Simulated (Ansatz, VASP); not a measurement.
# InSe in VASP and in Ansatz

```xyz
8
Lattice="4.0266 0.0000 0.0000 -2.0133 3.4871 0.0000 0.0000 0.0000 28.2707" Properties=species:S:1:pos:R:3 pbc="T T T"
Se    0.0000    0.0000    4.5000
Se    0.0000    0.0000    9.8854
Se    0.0000    1.5498   13.4454
Se    0.0000    1.5498   18.8307
In    2.0133    1.1624    5.7954
In    2.0133    1.1624    8.5899
In    2.0133    2.7122   14.7408
In    2.0133    2.7122   17.5353
```

Alike in both runs: task single point; functional PBE; dispersion D3(BJ); k mesh 9 × 9 × 1; occupations gaussian, width 0.05 eV; no spin polarisation.

```csv
,VASP,Ansatz
version,VASP 6.6.1,Ansatz 0.2.0
potentials or method,"VASP PAW PBE potentials, release 64 (Se, In_d), cutoff 520 eV","scalar-relativistic, plane waves, PAW"
valence electrons in the cell,76,116
```

|  | VASP | Ansatz | Ansatz less VASP |
| --- | --- | --- | --- |
| gap on the k mesh at the Fermi level (eV) | 1.21 | 1.22 | +0.010 |
| least direct gap on the mesh (eV) | 1.26 | 1.26 | +0.009 |
| rms of the force components (eV/Å) | 0.021 | 0.018 | -0.0027 |

VASP's potentials hold 76 valence electrons a cell and Ansatz's 116, so a difference there can come from the potentials and not from the codes.
